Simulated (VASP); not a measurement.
A run of VASP 6.6.1 is set up as follows.

File INCAR:

```
SYSTEM = TlBr
PREC = Accurate ; ENCUT = 500
EDIFF = 1E-7 ; ISMEAR = 0
SIGMA = 0.01 ; LREAL = .FALSE.
LASPH = .TRUE. ; NELM = 120
ALGO = Normal ; ISIF = 3
LWAVE = .FALSE. ; LCHARG = .FALSE.
GGA = PE ; IVDW = 12
IBRION = 2 ; NSW = 80
EDIFFG = -0.001 ; GGA_COMPAT = .FALSE.
NELMIN = 4
```

The input KPOINTS:

```
regular mesh
0
G
  8 8 8
  0 0 0
```

Contents of POSCAR:

```
TlBr
1.0
    3.9800000000      0.0000000000      0.0000000000
    0.0000000000      3.9800000000      0.0000000000
    0.0000000000      0.0000000000      3.9800000000
Tl Br
1 1
Direct
    0.0000000000      0.0000000000      0.0000000000
    0.5000000000      0.5000000000      0.5000000000
```

Potentials or basis: VASP PAW PBE potentials, release 64 (Tl_d, Br).

Run with:

```sh
$ cat potpaw_PBE.64/Tl_d/POTCAR potpaw_PBE.64/Br/POTCAR > POTCAR
$ mpirun -np 1 vasp_std > vasp.out
```

Question: What does it give for the relaxed cell?

Answer: a = 3.977 Å, b = 3.977 Å, c = 3.977 Å, α = 90.00°, β = 90.00°, γ = 90.00°.

Question: Estimate the band gap on the k mesh.

Answer: 1.86 eV, direct.

Question: What does it give for the relaxed volume?

Answer: 31.46 Å³/atom.

Question: Predict the space group after relaxing (to 0.05 Å).

Answer: Pm-3m (No. 221).

Final structure:
```
Tl Br
1.0
     3.97746    0.00000    0.00000
     0.00000    3.97746    0.00000
     0.00000    0.00000    3.97746
Tl Br
1 1
Direct
  0.00000 0.00000 0.00000
  0.50000 0.50000 0.50000
```

Caveat: spin-orbit coupling is left out, which moves the levels of the heavy elements. A k mesh can miss the band edges.
